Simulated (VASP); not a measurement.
# HfB (Fm-3m) in VASP: a series of runs

HfB is run at these levels: PBE; tasks: single point.

Everything below comes from runs of VASP 6.6.1. Logs are shortened: lines on timing, memory, paths and dates and some standing lists are left out, and cuts for length are marked.

## (1) The cell of the first run

It takes space group Fm-3m (No. 225, cubic). The conventional cell has a = 4.635 Å, b = 4.635 Å, c = 4.635 Å, α = 90.00°, β = 90.00°, γ = 90.00°. Hf (site symmetry m-3m) has 6 B at 2.32 Å within 3.1 Å. Within 3.1 Å of B (site symmetry m-3m) lie 6 Hf at 2.32 Å.

## (2) Single point, PBE

INCAR

```
SYSTEM = HfB
PREC = Accurate ; ENCUT = 520
EDIFF = 1E-6 ; ISMEAR = -1
SIGMA = 0.15 ; LREAL = .FALSE.
LASPH = .TRUE. ; NELM = 60
ALGO = Normal ; ISIF = 2
LWAVE = .FALSE. ; LCHARG = .FALSE.
GGA = PE ; NBANDS = 14
```

KPOINTS

```
regular mesh
0
G
  9 9 9
  0 0 0
```

POSCAR

```
HfB
1.0
    0.0000000000      2.3176744750      2.3176744750
    2.3176744750      0.0000000000      2.3176744750
    2.3176744750      2.3176744750      0.0000000000
Hf B
1 1
Direct
    0.5000000000      0.5000000000      0.5000000000
    0.0000000000      0.0000000000      0.0000000000
```

Potentials or basis: VASP PAW PBE potentials, release 64 (Hf_pv, B).

Started as:

```bash
cat potpaw_PBE.64/Hf_pv/POTCAR potpaw_PBE.64/B/POTCAR > POTCAR
mpirun -np 1 vasp_std > vasp.out
```

OUTCAR:

```text
SYSTEM = HfB
   PREC = Accurate
   ENCUT = 520
   EDIFF = 1E-6
   ISMEAR = -1
   LREAL = .FALSE.
   LASPH = .TRUE.
   NELM = 60
   ISIF = 2
   GGA = PE

 ion  position               nearest neighbor table
   1  0.500  0.500  0.500-   2 2.32   2 2.32   2 2.32   2 2.32   2 2.32   2 2.32
   2  0.000  0.000  0.000-   1 2.32   1 2.32   1 2.32   1 2.32   1 2.32   1 2.32

  LATTYP: Found a face centered cubic cell.
 ALAT       =     4.6353489500

  Lattice vectors:

 A1 = (   0.0000000000,   2.3176744750,   2.3176744750)
 A2 = (   2.3176744750,   0.0000000000,   2.3176744750)
 A3 = (   2.3176744750,   2.3176744750,   0.0000000000)

Analysis of symmetry for initial positions (statically):
=====================================================================
 Subroutine PRICEL returns:
 Original cell was already a primitive cell.

 Routine SETGRP: Setting up the symmetry group for a
 face centered cubic supercell.

 Subroutine GETGRP returns: Found 48 space group operations
 (whereof 48 operations were pure point group operations)
 out of a pool of 48 trial point group operations.

The static configuration has the point symmetry O_h .

Analysis of symmetry for dynamics (positions and initial velocities):
=====================================================================
 Subroutine PRICEL returns:
 Original cell was already a primitive cell.

 Routine SETGRP: Setting up the symmetry group for a
 face centered cubic supercell.

 Subroutine GETGRP returns: Found 48 space group operations
 (whereof 48 operations were pure point group operations)
 out of a pool of 48 trial point group operations.

The dynamic configuration has the point symmetry O_h .

 Subroutine INISYM returns: Found 48 space group operations
 (whereof 48 operations are pure point group operations),
 and found     1 'primitive' translations

----------------------------------------------------------------------------------------

                                     Primitive cell

  volume of cell :      24.8993

  direct lattice vectors                    reciprocal lattice vectors
     0.000000000  2.317674475  2.317674475    -0.215733489  0.215733489  0.215733489
     2.317674475  0.000000000  2.317674475     0.215733489 -0.215733489  0.215733489
     2.317674475  2.317674475  0.000000000     0.215733489  0.215733489 -0.215733489

  length of vectors
     3.277686676  3.277686676  3.277686676     0.373661363  0.373661363  0.373661363

  position of ions in fractional coordinates (direct lattice)
     0.500000000  0.500000000  0.500000000
     0.000000000  0.000000000  0.000000000

  ion indices of the primitive-cell ions
   primitive index   ion index
                 1           1
                 2           2

----------------------------------------------------------------------------------------

 KPOINTS: regular mesh

Automatic generation of k-mesh.
 Grid dimensions read from file:
 generate k-points for:    9    9    9

 Generating k-lattice:

  Cartesian coordinates                     Fractional coordinates (reciprocal lattice)
    -0.023970388  0.023970388  0.023970388     0.111111111  0.000000000  0.000000000
     0.023970388 -0.023970388  0.023970388     0.000000000  0.111111111  0.000000000
     0.023970388  0.023970388 -0.023970388     0.000000000  0.000000000  0.111111111

  Length of vectors
     0.041517929  0.041517929  0.041517929

  Shift w.r.t. Gamma in fractional coordinates (k-lattice)
     0.000000000  0.000000000  0.000000000

 Subroutine IBZKPT returns following result:
 ===========================================

 Found     35 irreducible k-points:

 Following reciprocal coordinates:
            Coordinates               Weight
  0.000000  0.000000  0.000000      1.000000
  0.111111  0.000000  0.000000      8.000000
  0.222222  0.000000  0.000000      8.000000
  0.333333  0.000000  0.000000      8.000000
  0.444444  0.000000  0.000000      8.000000
  0.111111  0.111111  0.000000      6.000000
[... 16 lines left out ...]
 -0.333333  0.333333  0.000000     12.000000
  0.444444  0.444444  0.000000      6.000000
 [... further k-points ...]
   k-points           NKPTS =     35   k-points in BZ     NKDIM =     35   number of bands    NBANDS=     14
   number of dos      NEDOS =    301   number of ions     NIONS =      2
   total plane-waves  NPLWV =  13824
   dimension x,y,z NGX =    24 NGY =   24 NGZ =   24
   dimension x,y,z NGXF=    48 NGYF=   48 NGZF=   48
   ions per type =               1   1
   NGX,Y,Z   is equivalent  to a cutoff of  12.17, 12.17, 12.17 a.u.
   NGXF,Y,Z  is equivalent  to a cutoff of  24.35, 24.35, 24.35 a.u.
 SYSTEM =  HfB
   PREC   = accura    normal or accurate (medium, high low for compatibility)
   ISTART =      0    job   : 0-new  1-cont  2-samecut
   ICHARG =      2    charge: 1-file 2-atom 10-const
   ISPIN  =      1    spin polarized calculation?
   LNONCOLLINEAR =      F non collinear calculations
   LSORBIT =      F    spin-orbit coupling
   LASPH  =      T    aspherical Exc in radial PAW
   ENCUT  =  520.0 eV  38.22 Ry    6.18 a.u.   6.09  6.09  6.09*2*pi/ulx,y,z
   NELM   =     60;   NELMIN=  2; NELMDL= -5     # of ELM steps
   EDIFF  = 0.1E-05   stopping-criterion for ELM
   LREAL  =      F    real-space projection
   EDIFFG = 0.1E-04   stopping-criterion for IOM
   NSW    =      0    number of steps for IOM
   IBRION =     -1    ionic relax: 0-MD 1-quasi-New 2-CG
   NFREE  =      0    steps in history (QN), initial steepest desc. (CG)
   ISIF   =      2    stress and relaxation
   ISYM   =      2    0-nonsym 1-usesym 2-fastsym
   POTIM  = 0.5000    time-step for ionic-motion
   TEBEG  =    0.0;   TEEND  =   0.0 temperature during run
   PSTRESS=    0.0 pullay stress
   NELECT =      13.0000    total number of electrons
   NUPDOWN=      -1.0000    fix difference up-down
   EMIN   =  10.00;   EMAX   =-10.00  energy-range for DOS
   EFERMI =   0.00;   METHOD = LEGACY
   ISMEAR =    -1;   SIGMA  =   0.15  broadening in eV -4-tet -1-fermi 0-gaus
   EFERMI_NEDOS =   21; number of points for ismear=-14 and -15
   IALGO  =     38    algorithm
   IMIX   =      4    mixing-type and parameters
     AMIX     =   0.40;   BMIX     =  1.00
     AMIX_MAG =   1.60;   BMIX_MAG =  1.00
  volume/ion in A,a.u.               =      12.45        84.01
  Fermi-wavevector in a.u.,A,eV,Ry     =   1.318237  2.491107 23.643509  1.737749
  Thomas-Fermi vector in A             =   2.448221
   LORBIT       =      0    0 simple, 1 ext, 2 COOP (PROOUT), +10 PAW based schemes
   GGA     = PE    functional components
   LHFCALC =     F    Hartree Fock is set to
   AEXX    =    0.0000 exact exchange contribution
   IVDW    =     0    specifies the selected vdW correction
   LEPSILON=     F    determine dielectric tensor
   LRPA    =     F    only Hartree local field effects (RPA)
 non-spin polarized calculation
  energy-cutoff  :      520.00
  volume of cell :       24.90
 maximum number of plane-waves:       680
   NGX = 13   NGY = 13   NGZ = 13

 number of electron      13.0000002 magnetization

 Free energy of the ion-electron system (eV)
  ---------------------------------------------------
  ext. energy  EPLUGINS =         0.00000000
  ---------------------------------------------------
  free energy    TOTEN  =       -17.23553896 eV

  energy without entropy =      -17.16436838  energy(sigma->0) =      -17.19995367

 E-fermi :   5.1046     XC(G=0): -12.2555

 val. band max:        5.0243790250   @ k =   0.3333   0.1111   0.0000
 cond. band min:       5.1813303462   @ k =   0.4444   0.2222   0.0000
 fundamental gap:      0.1569513212
 Fermi energy:         5.1045529164

 k-point     1 :       0.0000    0.0000    0.0000
  band No.  band energies     occupation
      1     -23.2885      2.00000
      2     -23.2885      2.00000
      3     -23.2885      2.00000
      4      -4.4795      2.00000
      5       7.2534      0.00000
      6       7.2534      0.00000
      7       7.2534      0.00000
      8       8.9915      0.00000
      9       8.9915      0.00000
     10       8.9915      0.00000
     11       9.2514      0.00000
     12       9.2514      0.00000
     13      16.6996      0.00000
     14      17.9222      0.00000

 k-point     2 :       0.1111    0.0000    0.0000
  band No.  band energies     occupation
      1     -23.3762      2.00000
      2     -23.2974      2.00000
      3     -23.2974      2.00000
      4      -4.1293      2.00000
      5       6.1871      0.00147
      6       6.7517      0.00003
      7       6.7517      0.00003
      8       7.9852      0.00000
      9       7.9852      0.00000
     10       9.5068      0.00000
     11      11.4671      0.00000
     12      11.4671      0.00000
     13      17.5844      0.00000
     14      18.3061      0.00000

 k-point     3 :       0.2222    0.0000    0.0000
  band No.  band energies     occupation
      1     -23.5917      2.00000
      2     -23.3198      2.00000
      3     -23.3198      2.00000
      4      -3.1647      2.00000
      5       4.4853      1.96829
      6       5.3402      0.34410
      7       5.3402      0.34410
      8       8.7663      0.00000
      9       8.7663      0.00000
     10      10.0397      0.00000
     11      14.1240      0.00000
     12      14.1240      0.00000
     13      18.6164      0.00000
     14      19.7485      0.00000
[... 324 lines left out ...]
 k-point    23 :      -0.3333    0.3333    0.0000
  band No.  band energies     occupation
      1     -23.7600      2.00000
      2     -23.7467      2.00000
      3     -23.4402      2.00000
      4      -0.2873      2.00000
      5       2.0980      2.00000
      6       3.7862      1.99970
      7       4.7159      1.86054
      8       9.2576      0.00000
      9      11.1802      0.00000
     10      12.9042      0.00000
     11      14.6963      0.00000
     12      16.7823      0.00000
     13      19.4310      0.00000
     14      20.0187      0.00000

 k-point    24 :       0.4444    0.4444    0.0000
  band No.  band energies     occupation
      1     -23.9124      2.00000
      2     -23.5314      2.00000
      3     -23.5314      2.00000
      4      -1.6303      2.00000
      5       3.8708      1.99946
      6       4.0552      1.99817
      7       7.3148      0.00000
      8       7.3148      0.00000
      9      11.1753      0.00000
     10      12.9681      0.00000
     11      12.9681      0.00000
     12      14.8780      0.00000
     13      18.5708      0.00000
     14      20.2064      0.00000

 [... further k-points ...]
[... 5 lines left out ...]
  --------------------------------------------------------------------------------------
  -------------------------------------------------------------------------------------
  Total        4.3631399      4.3631399      4.3631399      0.0000000      0.0000000      0.0000000
  in kB      280.7517129    280.7517129    280.7517129      0.0000000      0.0000000      0.0000000
  external PRESSURE =     280.7517129 kB  Pullay stress =       0.0000000 kB

 VOLUME and BASIS-vectors are now :
 -----------------------------------------------------------------------------
  energy-cutoff  :      520.00
  volume of cell :       24.90
      direct lattice vectors                 reciprocal lattice vectors
     0.000000000  2.317674475  2.317674475    -0.215733489  0.215733489  0.215733489
     2.317674475  0.000000000  2.317674475     0.215733489 -0.215733489  0.215733489
     2.317674475  2.317674475  0.000000000     0.215733489  0.215733489 -0.215733489

 POSITION                                       TOTAL-FORCE (eV/Angst)
 -----------------------------------------------------------------------------------
      2.31767      2.31767      2.31767        -0.000000     -0.000000      0.000000
      0.00000      0.00000      0.00000         0.000000      0.000000     -0.000000
 -----------------------------------------------------------------------------------
    total drift:                               -0.000000     -0.000000      0.000000

  FREE ENERGIE OF THE ION-ELECTRON SYSTEM (eV)
  ---------------------------------------------------
  free  energy   TOTEN  =       -17.2355389576 eV

  energy  without entropy=      -17.1643683830  energy(sigma->0) =      -17.19995367
```

Wall time 13 s (1 thread of Intel Xeon Platinum 8259CL at 2.50GHz (Skylake/Cascade Lake), shared host); peak memory 0.14 GiB.

Results:

```yaml
Free_energy: -17.2355 eV
Pressure: 28.1 GPa
```

Caveat: spin-orbit coupling is left out, which moves the levels of the heavy elements.

(Part 1 of 2 ends here.)
